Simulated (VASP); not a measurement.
# PtS2 (P-3m1) in VASP: a series of runs, part 2 of 2

VASP 6.6.1.

## Step 4: Relaxation of the atoms, PBE (23.99 Å³/atom)

This run uses another cell than the first one, of 23.99 Å³/atom.

Contents of INCAR:

```
  ALGO = Normal
  EDIFF = 1E-6
  EDIFFG = -0.01
  ENCUT = 520
  GGA = PE
  IBRION = 2
  ISIF = 2
  ISMEAR = 0
  LASPH = True
  LCHARG = False
  LREAL = False
  LWAVE = False
  NELM = 60
  NSW = 50
  PREC = Accurate
  SIGMA = 0.05
```

Contents of KPOINTS:

```
k-points
0
Gamma
  12 12 6
```

Contents of POSCAR:

```
PtS2
1.0
    3.6867690674      0.0000000000      0.0000000000
   -1.8433845337      3.1928356702      0.0000000000
    0.0000000000      0.0000000000      6.1141378213
Pt S
1 2
Direct
    0.0000000000      0.0000000000      0.0000000000
    0.3333333333      0.6666666667      0.1889525212
    0.6666666667      0.3333333333      0.8110474788
```

Potentials or basis: VASP PAW PBE potentials, release 64 (Pt, S).

Started as:

```sh
> cat potpaw_PBE.64/Pt/POTCAR potpaw_PBE.64/S/POTCAR > POTCAR
> mpirun -np 1 vasp_std > vasp.out
```

OUTCAR:

```text
EDIFF = 1E-6
   EDIFFG = -0.01
   ENCUT = 520
   GGA = PE
   IBRION = 2
   ISIF = 2
   ISMEAR = 0
   LASPH = True
   LREAL = False
   NELM = 60
   NSW = 50
   PREC = Accurate

 ion  position               nearest neighbor table
   1  0.000  0.000  0.000-   2 2.42   3 2.42   2 2.42   3 2.42   3 2.42   2 2.42
   2  0.333  0.667  0.189-   1 2.42   1 2.42   1 2.42
   3  0.667  0.333  0.811-   1 2.42   1 2.42   1 2.42

  LATTYP: Found a hexagonal cell.
 ALAT       =     3.6867690674
 C/A-ratio  =     1.6584000000

  Lattice vectors:

 A1 = (   3.6867690674,   0.0000000000,   0.0000000000)
 A2 = (  -1.8433845337,   3.1928356702,   0.0000000000)
 A3 = (   0.0000000000,   0.0000000000,   6.1141378213)

Analysis of symmetry for initial positions (statically):
=====================================================================
 Subroutine PRICEL returns:
 Original cell was already a primitive cell.

 Routine SETGRP: Setting up the symmetry group for a
 hexagonal supercell.

 Subroutine GETGRP returns: Found 12 space group operations
 (whereof 12 operations were pure point group operations)
 out of a pool of 24 trial point group operations.

The static configuration has the point symmetry D_3d.

Analysis of symmetry for dynamics (positions and initial velocities):
=====================================================================
 Subroutine PRICEL returns:
 Original cell was already a primitive cell.

 Routine SETGRP: Setting up the symmetry group for a
 hexagonal supercell.

 Subroutine GETGRP returns: Found 12 space group operations
 (whereof 12 operations were pure point group operations)
 out of a pool of 24 trial point group operations.

The dynamic configuration has the point symmetry D_3d.

 Subroutine INISYM returns: Found 12 space group operations
 (whereof 12 operations are pure point group operations),
 and found     1 'primitive' translations

[... 137 lines left out ...]
 number of electron      22.0000000 magnetization

 Free energy of the ion-electron system (eV)
  ---------------------------------------------------
  ext. energy  EPLUGINS =         0.00000000
  ---------------------------------------------------
  free energy    TOTEN  =       -15.39074286 eV

  energy without entropy =      -15.39074286  energy(sigma->0) =      -15.39074286

------------------------ aborting loop because EDIFF is reached ----------------------------------------

  FORCE on cell =-STRESS in cart. coord.  units (eV):
  Direction    XX          YY          ZZ          XY          YZ          ZX
  --------------------------------------------------------------------------------------
  -------------------------------------------------------------------------------------
  Total       -2.1481447     -2.1481447      0.2195389      0.0000000      0.0000000      0.0000000
  in kB      -47.8207504    -47.8207504      4.8872470      0.0000000      0.0000000      0.0000000
  external PRESSURE =     -30.2514179 kB  Pullay stress =       0.0000000 kB
[... 61 lines left out ...]
--------------------------------------- Ionic step        3  -------------------------------------------

 number of electron      22.0000002 magnetization

 Free energy of the ion-electron system (eV)
  ---------------------------------------------------
  ext. energy  EPLUGINS =         0.00000000
  ---------------------------------------------------
  free energy    TOTEN  =       -15.39173657 eV

  energy without entropy =      -15.39173657  energy(sigma->0) =      -15.39173657

 E-fermi :   3.4658     XC(G=0):  -8.9533

 val. band max:        3.2225899003   @ k =   0.1667   0.0833   0.0000
 cond. band min:       4.4124912816   @ k =   0.0000   0.2500   0.3333
 fundamental gap:      1.1899013813
 Fermi energy:         3.4658069787

 k-point     1 :       0.0000    0.0000    0.0000
  band No.  band energies     occupation
      1     -10.8826      2.00000
      2      -8.5202      2.00000
      3      -2.5563      2.00000
      4      -2.5563      2.00000
      5      -1.9927      2.00000
      6       0.2156      2.00000
      7       0.2156      2.00000
      8       2.1890      2.00000
      9       2.5293      2.00000
     10       2.5293      2.00000
     11       2.8766      2.00000
     12       5.9696      0.00000
     13       5.9696      0.00000
     14       8.2045      0.00000
[... 401 lines left out ...]
      2      -8.6572      2.00000
      3      -2.4171      2.00000
      4      -2.3518      2.00000
      5      -1.6612      2.00000
      6      -0.3172      2.00000
      7      -0.0062      2.00000
      8       1.2648      2.00000
      9       2.5526      2.00000
     10       2.6926      2.00000
     11       3.1761      2.00000
     12       4.8918      0.00000
     13       5.6560      0.00000
     14       9.3000      0.00000
     15       9.5937      0.00000

 [... further k-points ...]

------------------------ aborting loop because EDIFF is reached ----------------------------------------

  FORCE on cell =-STRESS in cart. coord.  units (eV):
  Direction    XX          YY          ZZ          XY          YZ          ZX
  --------------------------------------------------------------------------------------
  -------------------------------------------------------------------------------------
  Total       -2.3758131     -2.3758131     -0.0404302      0.0000000      0.0000000      0.0000000
  in kB      -52.8889716    -52.8889716     -0.9000342      0.0000000      0.0000000      0.0000000
  external PRESSURE =     -35.5593258 kB  Pullay stress =       0.0000000 kB
[... 18 lines left out ...]
  FREE ENERGIE OF THE ION-ELECTRON SYSTEM (eV)
  ---------------------------------------------------
  free  energy   TOTEN  =       -15.3917365719 eV

  energy  without entropy=      -15.3917365719  energy(sigma->0) =      -15.39173657

 reached required accuracy - stopping structural energy minimisation
```

OSZICAR:

```text
N       E                     dE             d eps       ncg     rms          rms(c)
DAV:   1     0.123058463117E+03    0.12306E+03   -0.10173E+04  3032   0.127E+03
DAV:   2    -0.102168693183E+02   -0.13328E+03   -0.13034E+03  3840   0.241E+02
DAV:   3    -0.166952912388E+02   -0.64784E+01   -0.64399E+01  3833   0.584E+01
[... 20 lines left out ...]
DAV:   1    -0.153915451564E+02   -0.46100E-05   -0.57426E-02  3000   0.140E+00    0.182E-01
DAV:   2    -0.153917435273E+02   -0.19837E-03   -0.25314E-03  3966   0.348E-01    0.619E-02
DAV:   3    -0.153917385449E+02    0.49825E-05   -0.42423E-05  3840   0.622E-02    0.370E-02
DAV:   4    -0.153917372298E+02    0.13150E-05   -0.98121E-06  3896   0.295E-02    0.159E-02
DAV:   5    -0.153917365719E+02    0.65797E-06   -0.27936E-06  3047   0.175E-02
   3 F= -.15391737E+02 E0= -.15391737E+02  d E =-.993712E-03
```

CONTCAR:

```text
PtS2
   1.00000000000000
     3.6867690674000002    0.0000000000000000    0.0000000000000000
    -1.8433845337000001    3.1928356702000000    0.0000000000000000
     0.0000000000000000    0.0000000000000000    6.1141378212999999
  Pt              S
     1     2
Direct
     0.0000000000000000    0.0000000000000000    0.0000000000000000
     0.3333333332999970    0.6666666667000030    0.1906400721715798
     0.6666666667000030    0.3333333332999970    0.8093599278284201

  0.00000000E+00  0.00000000E+00  0.00000000E+00
  0.00000000E+00  0.00000000E+00  0.00000000E+00
  0.00000000E+00  0.00000000E+00  0.00000000E+00
```

Run time: 5.1 min. Hardware: 1 thread of Oxide Virtual Turin-like, shared host; peak memory 0.23 GiB.

What came out:

```yaml
Free_energy: -15.3917 eV
Energy_gained_by_relaxing: 0.3 meV/atom
Ionic_steps: 3
Pressure_after_relaxing: -3.6 GPa
Largest_force_after_relaxing: 0.009 eV/Å
Band_gap_on_the_k_mesh: 1.19 eV (least direct gap 1.29 eV)
```

Forces on the atoms (eV/Å):
```
Pt   0.000  0.000  0.000
S    0.000  0.000 -0.009
S    0.000  0.000  0.009
```

Step by step:
```
step  energy change (eV)  largest force (eV/Å)  pressure (GPa)
   1              0.0000                0.1070           -3.03
   2             -0.0008                0.0490           -3.29
   3             -0.0010                0.0090           -3.56
```

Final structure:
```xyz
3
Lattice="3.6868 0.0000 0.0000 -1.8434 3.1928 0.0000 0.0000 0.0000 6.1141" Properties=species:S:1:pos:R:3 pbc="T T T"
Pt    0.0000    0.0000    0.0000
S     0.0000    2.1286    1.1656
S     1.8434    1.0643    4.9485
```

Levels at points of the mesh, in eV from the valence-band top:
```tsv
k point	band 8	band 9	band 10	band 11	band 12	band 13	band 14	band 15
(0.00, 0.00, 0.00)	-1.03	-0.69	-0.69	-0.35	2.75	2.75	4.98	5.67
(0.50, 0.00, 0.00)	-2.51	-2.44	-1.83	-1.62	2.13	2.66	5.36	6.72
(0.00, 0.00, 0.50)	-1.20	-0.76	-0.72	-0.72	2.81	2.81	5.72	6.39
(0.50, 0.00, 0.50)	-2.48	-2.44	-1.92	-1.22	2.23	2.54	5.25	6.36
```

Caveat: spin-orbit coupling is left out, which moves the levels of the heavy elements; this functional lacks dispersion, which binds the layers, so the pressure and a relaxed spacing across them are unreliable. A k mesh can miss the band edges.

## Step 5: The runs side by side

```tsv
cell	gap on the mesh (eV)	pressure (GPa)
atoms relaxed from a = 3.586, b = 3.586, c = 5.947 Å, angles 90.0, 90.0, 120.0°, 3 atoms	1.25	-0.3
atoms relaxed from a = 3.696, b = 3.696, c = 5.597 Å, angles 90.0, 90.0, 120.0°, 3 atoms	0.97	-3.9
atoms relaxed from a = 3.687, b = 3.687, c = 6.114 Å, angles 90.0, 90.0, 120.0°, 3 atoms	1.19	-3.6
```

Alike in all rows: task relaxation of the atoms; level PBE; potentials or basis VASP PAW PBE potentials, release 64 (Pt, S); no spin polarisation; k mesh 12 × 12 × 6; cutoff (eV) 520; smearing gaussian 0.05 eV.

Caveats: spin-orbit coupling is left out, which moves the levels of the heavy elements; this functional lacks dispersion, which binds the layers, so the pressure and a relaxed spacing across them are unreliable.

Absolute energies hang on the potentials; compare differences alone.
